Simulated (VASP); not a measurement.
Al2O3, 5 atoms in the cell. It takes space group P-3m1 (No. 164, trigonal). Conventional cell: a = 2.903 Å, b = 2.903 Å, c = 7.938 Å, α = 90.00°, β = 90.00°, γ = 120.00°. Within 2.4 Å of Al (site symmetry 3m) lie 4 O at 1.78 to 1.79 Å. O (site symmetry 3m) has 3 Al at 1.79 Å within 2.4 Å. Within 2.4 Å of O (site symmetry -3m) lie 2 Al at 1.78 Å.  This cell differs from its parent crystal: ratio of the length along z to the lengths across it x 1.1, volume and fractional coordinates fixed.

| Item | Value |
| --- | --- |
| Program | VASP 6.6.1 |
| Task | single point |
| Functional | PBE |
| Dispersion | D3(BJ) |
| Potentials or basis | VASP PAW PBE potentials, release 64 (Al, O) |
| Cutoff | 520 eV |
| k mesh | 12 × 12 × 4 |
| Occupations | gaussian, width 0.05 eV |
| Spin | no spin polarisation |
| Dipole correction | no |
| Further INCAR settings | ALGO = Normal; EDIFF = 1e-06; NBANDS = 20 |

Potentials or basis: VASP PAW PBE potentials, release 64 (Al, O).

The run is started by

```console
$ cat potpaw_PBE.64/Al/POTCAR potpaw_PBE.64/O/POTCAR > POTCAR
$ mpirun -np 1 vasp_std > vasp.out
```

Hardware: 1 thread of Intel(R) Xeon(R) 6975P-C (Granite Rapids), on a shared host.

Estimate the wall time of this run.

Run time: 46 s on 1 thread of Intel(R) Xeon(R) 6975P-C (Granite Rapids), with other jobs on the host, peak memory 0.22 GiB. Counts: scf iterations 15, k points 69.
